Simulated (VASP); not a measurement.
Input of a VASP 6.6.1 run:

The input INCAR:

```
  PREC = Accurate
  ENCUT = 520
  EDIFF = 1E-6
  ISMEAR = 0
  SIGMA = 0.01
  LREAL = F
  LASPH = T
  NELM = 80
  ALGO = Normal
  ISIF = 2
  LWAVE = F
  LCHARG = F
  GGA = PS
  NBANDS = 24
```

KPOINTS

```
regular mesh
0
Gamma
  5 5 3
```

Contents of POSCAR:

```
SrO
1.0
    3.5532880000      0.0000000000      0.0000000000
   -1.7766440000      3.0772380000      0.0000000000
    0.0000000000      0.0000000000      6.2173040000
Sr O
2 2
Direct
    0.3333333333      0.6666666667      0.2500000000
    0.6666666667      0.3333333333      0.7500000000
    0.0000000000      0.0000000000      0.0000000000
    0.0000000000      0.0000000000      0.5000000000
```

Potentials or basis: VASP PAW PBE potentials, release 64 (Sr_sv, O).

The run is started by

```sh
$ cat potpaw_PBE.64/Sr_sv/POTCAR potpaw_PBE.64/O/POTCAR > POTCAR
$ mpirun -np 1 vasp_std > vasp.out
```

Predict the pressure.

-1.8 GPa.

What does it give for the band gap on the k mesh?

2.93 eV, direct.

Stress tensor (GPa, compression positive):
```
-1.61  0.00  0.00
 0.00 -1.61  0.00
 0.00  0.00 -2.20
```

Caveat: the PAW data sets were made with another functional, which shifts forces and pressure a little. A k mesh can miss the band edges.
